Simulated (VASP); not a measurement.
Runs of VASP 6.6.1 on HfC. The structure is that of space group F-43m (No. 216), or close to it. The cells are those of the table. 

```tsv
level	cell	k mesh	gap on the mesh (eV)	pressure (GPa)
r2SCAN	a = 3.530 Å, angles 60.0°, 2 atoms	12 × 12 × 12	(a)	3.1
r2SCAN	a = 3.553 Å, angles 60.0°, 2 atoms	12 × 12 × 12	(b)	-0.4
PBE	a = 3.546 Å, angles 60.0°, 2 atoms	8 × 8 × 8	0.27	2.5
r2SCAN	a = 3.577 Å, angles 60.0°, 2 atoms	12 × 12 × 12	0.61	-3.6
r2SCAN	a = 3.634 Å, angles 60.0°, 2 atoms	12 × 12 × 12	0.69	(c)
```

Alike in all rows: task single point; potentials or basis VASP PAW PBE potentials, release 64 (Hf_pv, C); no spin polarisation; cutoff (eV) 520; smearing gaussian 0.05 eV.

Task: Fill in the values left out.

Result: (a) 0.55; (b) 0.58; (c) -10.3.

Caveats: spin-orbit coupling is left out, which moves the levels of the heavy elements; the PAW data sets were made with another functional, which shifts forces and pressure a little (some runs).

A k mesh can miss the band edges, and the runs leave out spin-orbit coupling on Hf.
